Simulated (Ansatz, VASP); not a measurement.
Given: the input of a run of VASP 6.6.1 on P.

Contents of INCAR:

```
SYSTEM = P
PREC = Accurate
ENCUT = 520
EDIFF = 1E-6
ISMEAR = -1
SIGMA = 0.05
LREAL = .False.
LASPH = .True.
NELM = 80
ALGO = Normal
ISIF = 2
LWAVE = .False.
LCHARG = .False.
GGA = PS
NBANDS = 12
```

File KPOINTS:

```
Automatic mesh
0
Gamma
  9 9 9
  0 0 0
```

The input POSCAR:

```
P
1.0
    1.7141427808      0.9896607960      3.1086748154
   -1.7141427808      0.9896607960      3.1086748154
    0.0000000000     -1.9793215919      3.1086748154
P
2
Direct
    0.7729197500      0.7729197500      0.7729197500
    0.2270802500      0.2270802500      0.2270802500
```

Potentials or basis: VASP PAW PBE potentials, release 64 (P).

Command:

```sh
$ cat potpaw_PBE.64/P/POTCAR > POTCAR
$ mpirun -np 1 vasp_std > vasp.out
```

**Question.** Translate it to Ansatz 0.2.0. Potentials there: all-electron LAPW, scalar-relativistic.

**Answer.** As run (the cutoff follows the program's own potentials):

The input input.yaml:

```yaml
crystal:
  lattice:
    - [1.7141427808, 0.989660796, 3.1086748154]
    - [-1.7141427808, 0.989660796, 3.1086748154]
    - [0.0, -1.9793215919, 3.1086748154]
  atoms:
    - { symbol: P, position: [0.77291975, 0.77291975, 0.77291975] }
    - { symbol: P, position: [0.22708025, 0.22708025, 0.22708025] }
kpoints:
  mp_grid: { grid: [9, 9, 9] }
scf:
  occupations: { method: fermi_dirac, width: 0.05 }
hamiltonian:
  xc: pbesol
  pseudopotentials: { kind: all_electron, lapw: { basis_error: 0.0005 } }
output:
  forces: true
  stress: true
  eigenvalues: true
```

Potentials or basis: all-electron LAPW, scalar-relativistic.

The run is started by

```console
$ ansatz run input.yaml --threads 1 --pin off --max-ram 3072MiB --backend cpu --events-out ev --progress --plain --runs-dir out
```

Both were run:

|  | VASP | Ansatz | Ansatz less VASP |
| --- | --- | --- | --- |
| gap on the k mesh at the Fermi level (eV) | none | none | - |
| pressure (GPa) | 0.0 | 0.1 | +0.02 |
| traceless stress, the component that is largest in VASP (GPa) | -1.50 | -1.61 | -0.116 |
| rms of the force components (eV/Å) | 0.208 | 0.222 | +0.0135 |

VASP's potentials were made for PBE, not for PBEsol. Atom by atom the forces differ by 0.014 eV/Å (rms over components). A gap of «none» marks a metal or a gap that the smearing closes. Ansatz ran all-electron here, and VASP with PAW potentials.
